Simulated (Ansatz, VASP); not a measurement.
In2O3: VASP beside Ansatz

```
In O
1.0
     2.83652    1.63767    4.99906
    -2.83652    1.63767    4.99906
     0.00000   -3.27533    4.99906
In O
4 6
Direct
  0.64402 0.64402 0.64402
  0.85598 0.85598 0.85598
  0.35598 0.35598 0.35598
  0.14402 0.14402 0.14402
  0.04710 0.75000 0.45290
  0.75000 0.45290 0.04710
  0.45290 0.04710 0.75000
  0.95290 0.25000 0.54710
  0.54710 0.95290 0.25000
  0.25000 0.54710 0.95290
```

Change from the starting cell: hydrostatic strain +3.0%.

Alike in both runs: task single point; functional r2SCAN; k mesh 6 × 6 × 6; no spin polarisation.

|  | VASP | Ansatz |
| --- | --- | --- |
| version | VASP 6.6.1 | Ansatz 0.2.0 |
| potentials or method | VASP PAW PBE potentials, release 64 (In_d, O) | plane waves, PAW |
| plane-wave cutoff (eV) | 520 | 500 |
| occupations | gaussian, width 0.01 eV | fixed |
| valence electrons in the cell | 88 | 88 |

VASP gave:

```
gap on the k mesh at the Fermi level (eV)                     : 1.20
pressure (GPa)                                                : -12.2
traceless stress, the component that is largest in VASP (GPa) : 1.62
rms of the force components (eV/Å)                            : 0.006
```

What did Ansatz give for the same quantities?

gap on the k mesh at the Fermi level (eV): 1.20; pressure (GPa): -13.0; traceless stress, the component that is largest in VASP (GPa): 1.70; rms of the force components (eV/Å): 0.001.

VASP's potentials were made for PBE, not for r2SCAN. Atom by atom the forces differ by 0.006 eV/Å (rms over components).
